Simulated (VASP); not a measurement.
# Ru (P6_3/mmc) in VASP: single point with PBE

Aim: the single point of Ru with PBE.

Everything below comes from runs of VASP 6.6.1. Logs are shortened: lines on timing, memory, paths and dates and some standing lists are left out, and cuts for length are marked.

### Step 1. The cell of the first run

Symmetry: P6_3/mmc, No. 194, hexagonal system. Conventional cell: a = 2.720 Å, b = 2.720 Å, c = 4.297 Å, α = 90.00°, β = 90.00°, γ = 120.00°. Ru (site symmetry -6m2) has 12 Ru at 2.66 to 2.72 Å within 3.5 Å.

### Step 2. Single point, PBE

The input, INCAR:

```
PREC = Accurate
ENCUT = 520
EDIFF = 1E-7
ISMEAR = 0
SIGMA = 0.1
LREAL = False
LASPH = True
NELM = 60
ALGO = Normal
ISIF = 2
LWAVE = False
LCHARG = True
GGA = PE
LELF = True
LVHAR = True
NBANDS = 21
```

The input, KPOINTS:

```
regular mesh
0
Gamma
  18 18 10
```

The input, POSCAR:

```
Ru
1.0
    2.7200250909      0.0000000000      0.0000000000
   -1.3600125454      2.3556108276      0.0000000000
    0.0000000000      0.0000000000      4.2967694966
Ru
2
Direct
    0.3333333333      0.6666666667      0.2500000000
    0.6666666667      0.3333333333      0.7500000000
```

Potentials or basis: VASP PAW PBE potentials, release 64 (Ru_pv).

Command:

```
$ cat potpaw_PBE.64/Ru_pv/POTCAR > POTCAR
$ mpirun -np 1 vasp_std > vasp.out
```

OUTCAR:

```text
PREC = Accurate
   ENCUT = 520
   EDIFF = 1E-7
   ISMEAR = 0
   LREAL = False
   LASPH = True
   NELM = 60
   ISIF = 2
   GGA = PE

 ion  position               nearest neighbor table
   1  0.333  0.667  0.250-   2 2.66   2 2.66   2 2.66   2 2.66   2 2.66   2 2.66
   2  0.667  0.333  0.750-   1 2.66   1 2.66   1 2.66   1 2.66   1 2.66   1 2.66

  LATTYP: Found a hexagonal cell.
 ALAT       =     2.7200250909
 C/A-ratio  =     1.5796800960

  Lattice vectors:

 A1 = (   2.7200250909,   0.0000000000,   0.0000000000)
 A2 = (  -1.3600125454,   2.3556108276,   0.0000000000)
 A3 = (   0.0000000000,   0.0000000000,   4.2967694966)

Analysis of symmetry for initial positions (statically):
=====================================================================
 Subroutine PRICEL returns:
 Original cell was already a primitive cell.

 Routine SETGRP: Setting up the symmetry group for a
 hexagonal supercell.

 Subroutine GETGRP returns: Found 24 space group operations
 (whereof 12 operations were pure point group operations)
 out of a pool of 24 trial point group operations.

The static configuration has the point symmetry D_3d.
 The point group associated with its full space group is D_6h.

Analysis of symmetry for dynamics (positions and initial velocities):
=====================================================================
 Subroutine PRICEL returns:
 Original cell was already a primitive cell.

 Routine SETGRP: Setting up the symmetry group for a
 hexagonal supercell.

 Subroutine GETGRP returns: Found 24 space group operations
 (whereof 12 operations were pure point group operations)
 out of a pool of 24 trial point group operations.

The dynamic configuration has the point symmetry D_3d.
 The point group associated with its full space group is D_6h.

 Subroutine INISYM returns: Found 24 space group operations
 (whereof 12 operations are pure point group operations),
 and found     1 'primitive' translations

----------------------------------------------------------------------------------------

                                     Primitive cell

  volume of cell :      27.5308

  direct lattice vectors                    reciprocal lattice vectors
     2.720025091  0.000000000  0.000000000     0.367643667  0.212259170  0.000000000
    -1.360012545  2.355610828  0.000000000     0.000000000  0.424518341  0.000000000
     0.000000000  0.000000000  4.296769497     0.000000000  0.000000000  0.232732987

  length of vectors
     2.720025091  2.720025091  4.296769497     0.424518341  0.424518341  0.232732987

  position of ions in fractional coordinates (direct lattice)
     0.333333333  0.666666667  0.250000000
     0.666666667  0.333333333  0.750000000

  ion indices of the primitive-cell ions
   primitive index   ion index
                 1           1
                 2           2

----------------------------------------------------------------------------------------

 KPOINTS: regular mesh

Automatic generation of k-mesh.
 Grid dimensions read from file:
 generate k-points for:   18   18   10

 Generating k-lattice:

  Cartesian coordinates                     Fractional coordinates (reciprocal lattice)
     0.020424648  0.011792176  0.000000000     0.055555556 -0.000000000  0.000000000
     0.000000000  0.023584352  0.000000000     0.000000000  0.055555556  0.000000000
     0.000000000  0.000000000  0.023273299     0.000000000  0.000000000  0.100000000

  Length of vectors
     0.023584352  0.023584352  0.023273299

  Shift w.r.t. Gamma in fractional coordinates (k-lattice)
     0.000000000  0.000000000  0.000000000

 Subroutine IBZKPT returns following result:
 ===========================================

 Found    222 irreducible k-points:

 Following reciprocal coordinates:
            Coordinates               Weight
  0.000000  0.000000  0.000000      1.000000
  0.055556  0.000000  0.000000      6.000000
  0.111111  0.000000  0.000000      6.000000
  0.166667  0.000000  0.000000      6.000000
  0.222222  0.000000  0.000000      6.000000
  0.277778  0.000000  0.000000      6.000000
[... 16 lines left out ...]
  0.333333  0.111111  0.000000     12.000000
  0.388889  0.111111  0.000000     12.000000
 [... further k-points ...]
   k-points           NKPTS =    222   k-points in BZ     NKDIM =    222   number of bands    NBANDS=     21
   number of dos      NEDOS =    301   number of ions     NIONS =      2
   total plane-waves  NPLWV =  12800
   dimension x,y,z NGX =    20 NGY =   20 NGZ =   32
   dimension x,y,z NGXF=    40 NGYF=   40 NGZF=   64
   ions per type =               2
   NGX,Y,Z   is equivalent  to a cutoff of  12.22, 12.22, 12.38 a.u.
   NGXF,Y,Z  is equivalent  to a cutoff of  24.45, 24.45, 24.76 a.u.
 SYSTEM =  unknown system
   PREC   = accura    normal or accurate (medium, high low for compatibility)
   ISTART =      0    job   : 0-new  1-cont  2-samecut
   ICHARG =      2    charge: 1-file 2-atom 10-const
   ISPIN  =      1    spin polarized calculation?
   LNONCOLLINEAR =      F non collinear calculations
   LSORBIT =      F    spin-orbit coupling
   LASPH  =      T    aspherical Exc in radial PAW
   ENCUT  =  520.0 eV  38.22 Ry    6.18 a.u.   5.06  5.06  7.99*2*pi/ulx,y,z
   NELM   =     60;   NELMIN=  2; NELMDL= -5     # of ELM steps
   EDIFF  = 0.1E-06   stopping-criterion for ELM
   LREAL  =      F    real-space projection
   EDIFFG = 0.1E-05   stopping-criterion for IOM
   NSW    =      0    number of steps for IOM
   IBRION =     -1    ionic relax: 0-MD 1-quasi-New 2-CG
   NFREE  =      0    steps in history (QN), initial steepest desc. (CG)
   ISIF   =      2    stress and relaxation
   ISYM   =      2    0-nonsym 1-usesym 2-fastsym
   POTIM  = 0.5000    time-step for ionic-motion
   TEBEG  =    0.0;   TEEND  =   0.0 temperature during run
   PSTRESS=    0.0 pullay stress
   NELECT =      28.0000    total number of electrons
   NUPDOWN=      -1.0000    fix difference up-down
   EMIN   =  10.00;   EMAX   =-10.00  energy-range for DOS
   EFERMI =   0.00;   METHOD = LEGACY
   ISMEAR =     0;   SIGMA  =   0.10  broadening in eV -4-tet -1-fermi 0-gaus
   EFERMI_NEDOS =   21; number of points for ismear=-14 and -15
   IALGO  =     38    algorithm
   IMIX   =      4    mixing-type and parameters
     AMIX     =   0.40;   BMIX     =  1.00
     AMIX_MAG =   1.60;   BMIX_MAG =  1.00
  volume/ion in A,a.u.               =      13.77        92.89
  Fermi-wavevector in a.u.,A,eV,Ry     =   1.646347  3.111144 36.878020  2.710458
  Thomas-Fermi vector in A             =   2.735990
   LORBIT       =      0    0 simple, 1 ext, 2 COOP (PROOUT), +10 PAW based schemes
   GGA     = PE    functional components
   LHFCALC =     F    Hartree Fock is set to
   AEXX    =    0.0000 exact exchange contribution
   IVDW    =     0    specifies the selected vdW correction
   LEPSILON=     F    determine dielectric tensor
   LRPA    =     F    only Hartree local field effects (RPA)
 non-spin polarized calculation
 Gauss-broadening in eV      SIGMA  =   0.10
  energy-cutoff  :      520.00
  volume of cell :       27.53
 maximum number of plane-waves:       759
   NGX = 11   NGY = 11   NGZ = 15

 number of electron      28.0000013 magnetization

 Free energy of the ion-electron system (eV)
  ---------------------------------------------------
  ext. energy  EPLUGINS =         0.00000000
  ---------------------------------------------------
  free energy    TOTEN  =       -18.47174766 eV

  energy without entropy =      -18.46243239  energy(sigma->0) =      -18.46709003

 E-fermi :  12.5841     XC(G=0): -14.0338

 val. band max:       12.5815485097   @ k =   0.1667   0.1111   0.3000
 cond. band min:      12.5862910651   @ k =   0.4444   0.1111   0.5000
 fundamental gap:      0.0047425553
 Fermi energy:        12.5840642561

 k-point     1 :       0.0000    0.0000    0.0000
  band No.  band energies     occupation
      1     -31.0076      2.00000
      2     -30.1149      2.00000
      3     -30.1149      2.00000
      4     -29.9504      2.00000
      5     -29.9504      2.00000
      6     -29.9109      2.00000
[... 13 lines left out ...]
     20      23.0316      0.00000
     21      23.0450      0.00000

 k-point     2 :       0.0556    0.0000    0.0000
  band No.  band energies     occupation
      1     -30.9975      2.00000
      2     -30.1362      2.00000
      3     -30.1222      2.00000
      4     -29.9727      2.00000
      5     -29.9533      2.00000
      6     -29.9156      2.00000
[... 13 lines left out ...]
     20      23.0316      0.00000
     21      23.0443      0.00000

 k-point     3 :       0.1111    0.0000    0.0000
  band No.  band energies     occupation
      1     -30.9678      2.00000
      2     -30.1977      2.00000
      3     -30.1428      2.00000
      4     -30.0365      2.00000
      5     -29.9619      2.00000
      6     -29.9298      2.00000
[... 13 lines left out ...]
     20      23.0316      0.00000
     21      23.0422      0.00000

 k-point     4 :       0.1667    0.0000    0.0000
  band No.  band energies     occupation
      1     -30.9203      2.00000
      2     -30.2919      2.00000
      3     -30.1735      2.00000
      4     -30.1325      2.00000
      5     -29.9758      2.00000
      6     -29.9534      2.00000
[... 13 lines left out ...]
     20      23.0315      0.00000
     21      23.0397      0.00000

 k-point     5 :       0.2222    0.0000    0.0000
  band No.  band energies     occupation
      1     -30.8580      2.00000
      2     -30.4075      2.00000
      3     -30.2475      2.00000
      4     -30.2101      2.00000
      5     -29.9938      2.00000
      6     -29.9865      2.00000
[... 13 lines left out ...]
     20      23.0315      0.00000
     21      23.0375      0.00000
[... 382 lines left out ...]
     20      23.0313      0.00000
     21      23.0360      0.00000

 k-point    22 :       0.2778    0.1111    0.0000
  band No.  band energies     occupation
      1     -30.6843      2.00000
      2     -30.6334      2.00000
      3     -30.5051      2.00000
      4     -30.2956      2.00000
      5     -30.0917      2.00000
      6     -30.0812      2.00000
[... 13 lines left out ...]
     20      23.0304      0.00000
     21      23.0324      0.00000

 k-point    23 :       0.3333    0.1111    0.0000
  band No.  band energies     occupation
      1     -30.7215      2.00000
      2     -30.6094      2.00000
      3     -30.5646      2.00000
      4     -30.3406      2.00000
      5     -30.1440      2.00000
      6     -30.1013      2.00000
[... 13 lines left out ...]
     20      23.0312      0.00000
     21      23.2896      0.00000

 k-point    24 :       0.3889    0.1111    0.0000
  band No.  band energies     occupation
      1     -30.7788      2.00000
      2     -30.6033      2.00000
      3     -30.5486      2.00000
      4     -30.3695      2.00000
      5     -30.1899      2.00000
      6     -30.1143      2.00000
[... 13 lines left out ...]
     20      23.0308      0.00000
     21      23.6385      0.00000

 [... further k-points ...]
[... 5 lines left out ...]
  --------------------------------------------------------------------------------------
  -------------------------------------------------------------------------------------
  Total       -0.0199498     -0.0199498     -0.0165465     -0.0000000      0.0000000      0.0000000
  in kB       -1.1609942     -1.1609942     -0.9629367     -0.0000000      0.0000000      0.0000000
  external PRESSURE =      -1.0949750 kB  Pullay stress =       0.0000000 kB

 VOLUME and BASIS-vectors are now :
 -----------------------------------------------------------------------------
  energy-cutoff  :      520.00
  volume of cell :       27.53
      direct lattice vectors                 reciprocal lattice vectors
     2.720025091  0.000000000  0.000000000     0.367643667  0.212259170  0.000000000
    -1.360012545  2.355610828  0.000000000     0.000000000  0.424518341  0.000000000
     0.000000000  0.000000000  4.296769497     0.000000000  0.000000000  0.232732987

 POSITION                                       TOTAL-FORCE (eV/Angst)
 -----------------------------------------------------------------------------------
     -0.00000      1.57041      1.07419        -0.000000      0.000000      0.000000
      1.36001      0.78520      3.22258         0.000000     -0.000000      0.000000
 -----------------------------------------------------------------------------------
    total drift:                               -0.000000      0.000000     -0.000000

  FREE ENERGIE OF THE ION-ELECTRON SYSTEM (eV)
  ---------------------------------------------------
  free  energy   TOTEN  =       -18.4717476620 eV

  energy  without entropy=      -18.4624323949  energy(sigma->0) =      -18.46709003
```

Run time: 66 s. Hardware: 1 thread of Intel Xeon Platinum 8259CL at 2.50GHz (Skylake/Cascade Lake), shared host; peak memory 0.21 GiB.

Results:

| Property | Result |
| --- | --- |
| Free energy | -18.4717 eV |
| Pressure | -0.1 GPa |
| Band gap on the k mesh | zero (band 14 reaches 14.05 eV, above the bottom of band 15 at 10.98 eV) |
